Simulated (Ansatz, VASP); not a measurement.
# One calculation of Ba, two programs

```xyz
4
Lattice="7.2487 0.0000 0.0000 0.0000 5.1010 0.0000 0.0000 0.0000 7.2558" Properties=species:S:1:pos:R:3 pbc="T T T"
Ba    3.6243    3.8266    1.8140
Ba    3.6243    1.2743    5.4419
Ba    0.0000    1.2761    1.8140
Ba    0.0000    3.8248    5.4419
```

Change from the starting cell: equal strain along all axes, cell held, atoms relaxed: +2.0 %.

Alike in both runs: functional PBE; k mesh 6 × 8 × 6; occupations gaussian, width 0.1 eV; no spin polarisation.

Ansatz relaxed the structure, and its values are those at the end. VASP's run is a single point on that final structure, the one shown.

|  | VASP | Ansatz |
| --- | --- | --- |
| version | VASP 6.6.1 | Ansatz 0.2.0 |
| potentials or method | VASP PAW PBE potentials, release 64 (Ba_sv), cutoff 520 eV | scalar-relativistic, plane waves, PAW |
| valence electrons in the cell | 40 | 40 |

VASP gave:

* gap on the k mesh at the Fermi level (eV): none
* pressure (GPa): -0.4

**Question.** What did Ansatz give for the same quantities?

**Answer.** gap on the k mesh at the Fermi level (eV): none; pressure (GPa): -0.5.

A gap of «none» marks a metal or a gap that the smearing closes. The functional is the same, so the differences come from potentials, cutoffs and numerics. Ansatz's warnings: stress scf threshold loose.

Spin-orbit coupling is off throughout.
